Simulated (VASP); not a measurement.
The system is Cu.

```
Cu
1.0
     0.00000    1.81000    1.81000
     1.81000    0.00000    1.81000
     1.81000    1.81000    0.00000
Cu
1
Direct
  0.00000 0.00000 0.00000
```

| Property | Result |
| --- | --- |
| Program | VASP 6.6.1 |
| Task | relaxation of cell and atoms |
| Functional | LDA |
| Potentials or basis | VASP PAW LDA potentials, release 64 (Cu) |
| Cutoff | 600 eV |
| k mesh | 11 × 11 × 11 |
| Occupations | gaussian, width 0.1 eV |
| Spin | no spin polarisation |

At the start: pressure -12.5 GPa; volume 11.86 Å³/atom.

Task: How do energy, volume and symmetry change on relaxing?

Result: Over 3 steps the energy falls by 39.7 meV/atom and the volume is 10.93 Å³/atom (-7.9 %); space group Fm-3m (No. 225, to 0.1 Å) before and after.

Step by step:
```tsv
step	energy change (eV)	largest force (eV/Å)	pressure (GPa)	volume (Å³)
1	0.0000	0.0000	-12.47	11.86
2	-0.0200	0.0000	11.55	10.35
3	-0.0397	0.0000	-0.06	10.93
```

Final structure:
```
Cu
1.0
     0.00000    1.76121    1.76121
     1.76121    0.00000    1.76121
     1.76121    1.76121    0.00000
Cu
1
Direct
  0.00000 0.00000 0.00000
```
